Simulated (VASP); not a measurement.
The system is Si.

```xyz
2
Lattice="0.0000 2.7221 2.7221 2.7221 0.0000 2.7221 2.7221 2.7221 0.0000" Properties=species:S:1:pos:R:3 pbc="T T T"
Si    1.3611    1.3611    1.3611
Si    0.0000    0.0000    0.0000
```

Base run:

```yaml
Program: VASP 6.6.1
Functional: r2SCAN
Potentials_or_basis: VASP PAW PBE potentials, release 64 (Si)
Cutoff: 520 eV
k_mesh: 8 × 8 × 8
Occupations: gaussian, width 0.01 eV
Spin: no spin polarisation
```

Its results: band gap on the k mesh 0.83 eV, indirect (least direct gap 2.75 eV); pressure -0.2 GPa.

Q: The run is repeated on the same cell with these changes: functional from r2SCAN to PBE; k mesh from 8 × 8 × 8 to 4 × 4 × 4. What comes out?

A: Band gap on the k mesh 0.71 eV, indirect (least direct gap 2.54 eV); pressure 1.8 GPa.

Several settings changed at once, so the effect can't be laid on one alone.

Caveats: some runs use coarse meshes; the PAW data sets were made with another functional, which shifts forces and pressure a little (some runs).

A k mesh can miss the band edges.
